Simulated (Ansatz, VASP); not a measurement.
## Two plane-wave programs on TlRh4

The input INCAR:

```
ALGO = Normal
EDIFF = 1E-7
EDIFFG = -0.04
ENCUT = 600
GGA = PE
IBRION = 2
ISIF = 3
ISMEAR = 0
LASPH = True
LCHARG = False
LREAL = False
LWAVE = False
NELM = 100
NSW = 90
PREC = Accurate
SIGMA = 0.1
```

The input KPOINTS:

```
k-points
0
Gamma
  4 4 4
```

The input POSCAR:

```
TlRh4
1.0
   -2.9127727200      2.9127727200      2.9127727200
    2.9127727200     -2.9127727200      2.9127727200
    2.9127727200      2.9127727200     -2.9127727200
Tl Rh
1 4
Direct
    0.0000000000      0.0000000000      0.0000000000
    0.0000000000      0.6305807800      0.0000000000
    0.3694192200      0.3694192200      0.3694192200
    0.0000000000      0.0000000000      0.6305807800
    0.6305807800      0.0000000000      0.0000000000
```

Input for Ansatz:

```yaml
crystal:
  lattice:
    - [-2.91277272, 2.91277272, 2.91277272]
    - [2.91277272, -2.91277272, 2.91277272]
    - [2.91277272, 2.91277272, -2.91277272]
  atoms:
    - { symbol: Tl, position: [0.0, 0.0, 0.0] }
    - { symbol: Rh, position: [0.0, 0.63058078, 0.0] }
    - { symbol: Rh, position: [0.36941922, 0.36941922, 0.36941922] }
    - { symbol: Rh, position: [0.0, 0.0, 0.63058078] }
    - { symbol: Rh, position: [0.63058078, 0.0, 0.0] }
basis:
  ecutwfc: 420
kpoints:
  mp_grid: { grid: [4, 4, 4] }
hamiltonian:
  xc: pbe
scf:
  occupations: { method: gaussian, width: 0.1 }
  lower_state_search: "off"
output:
  forces: true
  stress: true
  eigenvalues: true
relax:
  adjacent_minimum: "off"
  f_tol: 0.04
  max_steps: 70
  cell: { stress_tol: 0.4 }
```

Change from the starting cell: species swapped into the GeF4 type (I-43m, No. 217).

Alike in both runs: task relaxation of cell and atoms; functional PBE; k mesh 4 × 4 × 4; occupations gaussian, width 0.1 eV; no spin polarisation.

|  | VASP | Ansatz |
| --- | --- | --- |
| version | VASP 6.6.1 | Ansatz 0.2.0 |
| potentials or method | VASP PAW PBE potentials, release 64 (Tl_d, Rh_pv), cutoff 600 eV | scalar-relativistic, plane waves, PAW |
| valence electrons in the cell | 73 | 81 |

|  | VASP | Ansatz | Ansatz less VASP |
| --- | --- | --- | --- |
| gap on the k mesh at the Fermi level, each at its own relaxed structure (eV) | none | none | - |
| relaxed volume (Å³/atom) | 20.67 | 20.76 | +0.095 |
| relaxed cell length with the largest relative difference (Å) | 5.120 | 5.128 | +0.0079 |

A gap of «none» marks a metal or a gap that the smearing closes. VASP's potentials hold 73 valence electrons a cell and Ansatz's 81, so a difference there can come from the potentials and not from the codes.

The k mesh is coarse, so the values compare programs but aren't converged. Spin-orbit coupling is off throughout.
